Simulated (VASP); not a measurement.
Here is a VASP 6.6.1 calculation.

File INCAR:

```
ALGO = Normal
EDIFF = 1E-6
ENCUT = 520
GGA = PS
ISIF = 2
ISMEAR = 0
ISPIN = 2
LASPH = True
LCHARG = False
LMAXMIX = 4
LORBIT = 11
LREAL = False
LWAVE = False
MAGMOM = 2
NBANDS = 15
NELM = 150
PREC = Accurate
SIGMA = 0.01
```

KPOINTS

```
k-points
0
Gamma
  14 14 14
```

File POSCAR:

```
Ni
1.0
   -1.3457906106      1.3457906106      1.3457906106
    1.3457906106     -1.3457906106      1.3457906106
    1.3457906106      1.3457906106     -1.3457906106
Ni
1
Direct
    0.0000000000      0.0000000000      0.0000000000
```

Potentials or basis: VASP PAW PBE potentials, release 64 (Ni).

Run with:

```console
$ cat potpaw_PBE.64/Ni/POTCAR > POTCAR
$ mpirun -np 1 vasp_std > vasp.out
```

Q: Predict the net moment.

A: 0.50 μB per cell.

Q: Estimate the site moments.

A: Ni +0.50 μB.

Q: Estimate the pressure.

A: 18.4 GPa.

Caveat: the cell stands under pressure; the PAW data sets were made with another functional, which shifts forces and pressure a little.
